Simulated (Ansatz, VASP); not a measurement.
# One calculation of K, two programs

The input INCAR:

```
SYSTEM = K
ALGO     = Normal         ! electronic algorithm
EDIFF    = 1E-6           ! SCF threshold, eV
ENCUT    = 520            ! plane-wave cutoff, eV
GGA      = PE             ! functional
ISIF     = 2              ! what is computed and relaxed
ISMEAR   = -1             ! smearing method
LASPH    = .True.         ! aspherical terms in the spheres
LCHARG   = .False.        ! write CHGCAR
LREAL    = .False.        ! projectors in reciprocal space
LWAVE    = .False.        ! write WAVECAR
NBANDS   = 10             ! bands
NELM     = 60             ! most SCF steps
PREC     = Accurate       ! precision mode
SIGMA    = 0.08           ! smearing width, eV
```

File KPOINTS:

```
k-points
0
Gamma
  10 10 9
  0 0 0
```

File POSCAR:

```
K
1.0
    3.3526116708      0.0000000000      0.0000000000
   -1.6763058354      2.9034468759      0.0000000000
    0.0000000000      0.0000000000      3.1514549706
K
1
Direct
    0.0000000000      0.0000000000      0.0000000000
```

Input for Ansatz:

```yaml
crystal:
  lattice:
    - [3.3526116708, 0.0, 0.0]
    - [-1.6763058354, 2.9034468759, 0.0]
    - [0.0, 0.0, 3.1514549706]
  atoms:
    - { symbol: K, position: [0.0, 0.0, 0.0] }
kpoints:
  mp_grid: { grid: [10, 10, 9] }
scf:
  occupations: { method: fermi_dirac, width: 0.08 }
hamiltonian:
  xc: pbe
  pseudopotentials: { kind: paw, level: accurate }
output:
  forces: true
  stress: true
  eigenvalues: true
```

Alike in both runs: task single point; functional PBE; k mesh 10 × 10 × 9; occupations fermi-dirac, width 0.08 eV; no spin polarisation.

|  | VASP | Ansatz |
| --- | --- | --- |
| version | VASP 6.6.1 | Ansatz 0.2.0 |
| potentials or method | VASP PAW PBE potentials, release 64 (K_sv) | PAW with other files of Ansatz's library (level accurate), scalar-relativistic |
| plane-wave cutoff (eV) | 520 | 420 |
| valence electrons in the cell | 9 | 9 |

VASP gave:

```
pressure (GPa)                                                : 13.9
traceless stress, the component that is largest in VASP (GPa) : -0.19
```

Q: What did Ansatz give for the same quantities?

A: Pressure (GPa): 13.8; traceless stress, the component that is largest in VASP (GPa): -0.19.

The functional is the same, so the differences come from potentials, cutoffs and numerics.
